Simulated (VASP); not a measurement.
V:

```
CELL_PARAMETERS angstrom
2.46252 0.00000 0.00000
0.00000 2.46252 0.00000
0.00000 0.00000 2.46252
ATOMIC_POSITIONS crystal
V 0.00000 0.00000 0.00000
```

* Program: VASP 6.6.1
* Task: relaxation of cell and atoms
* Functional: r2SCAN
* Potentials or basis: VASP PAW PBE potentials, release 64 (V_sv)
* Cutoff: 600 eV
* k mesh: 13 × 13 × 13
* Occupations: fermi-dirac, width 0.05 eV
* Spin: collinear spin, ferromagnetic start
* Starting moments: [1.0] μB

At the start: pressure -5.5 GPa; volume 14.93 Å³/atom.

Problem. How do energy, volume and symmetry change on relaxing?

Solution. Over 3 steps the energy falls by 10.6 meV/atom and the volume is 14.34 Å³/atom (-4.0 %); space group Pm-3m (No. 221, to 0.05 Å); moment 0.00 μB per cell.

Step by step:
```
step  energy change (eV)  largest force (eV/Å)  pressure (GPa)  volume (Å³)
   1              0.0000                0.0000           -5.49        14.93
   2             -0.0029                0.0000            5.34        13.85
   3             -0.0106                0.0000           -0.02        14.34
```

Final structure:
```
CELL_PARAMETERS angstrom
2.42927 0.00000 0.00000
0.00000 2.42927 0.00000
0.00000 0.00000 2.42927
ATOMIC_POSITIONS crystal
V 0.00000 0.00000 0.00000
```

Caveat: the PAW data sets were made with another functional, which shifts forces and pressure a little.
